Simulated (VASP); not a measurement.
A run of VASP 6.6.1 is set up as follows.

Contents of INCAR:

```
SYSTEM = TePb
PREC = Accurate
ENCUT = 520
EDIFF = 1E-7
ISMEAR = -1
SIGMA = 0.05
LREAL = .FALSE.
LASPH = .TRUE.
NELM = 60
ALGO = Normal
ISIF = 2
LWAVE = .FALSE.
LCHARG = .TRUE.
GGA = PS
IVDW = 13
LELF = .TRUE.
LVHAR = .TRUE.
NBANDS = 17
```

KPOINTS

```
regular mesh
0
G
  7 7 7
  0 0 0
```

File POSCAR:

```
TePb
1.0
    0.0000000000      3.1952813731      3.1952813731
    3.1952813731      0.0000000000      3.1952813731
    3.1952813731      3.1952813731      0.0000000000
Pb Te
1 1
Direct
    0.0000000000      0.0000000000      0.0000000000
    0.5000000000      0.5000000000      0.5000000000
```

Potentials or basis: VASP PAW PBE potentials, release 64 (Pb_d, Te).

Launch:

```bash
$ cat potpaw_PBE.64/Pb_d/POTCAR potpaw_PBE.64/Te/POTCAR > POTCAR
$ mpirun -np 1 vasp_std > vasp.out
```

Question: Estimate the dispersion energy per atom.

Answer: -0.261 eV.

Question: What does it give for the pressure?

Answer: -0.1 GPa.

Caveat: the PAW data sets were made with another functional, which shifts forces and pressure a little.
